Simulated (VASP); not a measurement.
The system is Ir.

```
Ir
1.0
     0.00000    1.90609    1.90609
     1.90609    0.00000    1.90609
     1.90609    1.90609    0.00000
Ir
1
Direct
  0.00000 0.00000 0.00000
```

Base run:

```yaml
Program: VASP 6.6.1
Functional: LDA
Potentials_or_basis: VASP PAW LDA potentials, release 64 (Ir_sv_GW)
Cutoff: 560 eV
k_mesh: 14 × 14 × 14
Occupations: fermi-dirac, width 0.6 eV
Spin: no spin polarisation
```

Its results: band gap on the k mesh zero (an odd number of electrons rules out a gap without spin polarisation); pressure 9.6 GPa.

**Question.** After a change of settings the same cell gave: band gap on the k mesh zero (an odd number of electrons rules out a gap without spin polarisation); pressure -0.5 GPa. Which change was it?
A. occupations from fermi-dirac, width 0.6 eV to methfessel-paxton, width 0.01 eV
B. k mesh from 14 × 14 × 14 to 4 × 4 × 4; occupations from fermi-dirac, width 0.6 eV to fermi-dirac, width 0.1 eV
C. occupations from fermi-dirac, width 0.6 eV to fermi-dirac, width 0.3 eV
D. k mesh from 14 × 14 × 14 to 5 × 5 × 5; occupations from fermi-dirac, width 0.6 eV to fermi-dirac, width 0.1 eV

**Answer.** A.

Caveats: spin-orbit coupling is left out, which moves the levels of the heavy elements; the cell stands under pressure (at least some runs); so wide a smearing shifts energies and pressures (at least some runs).
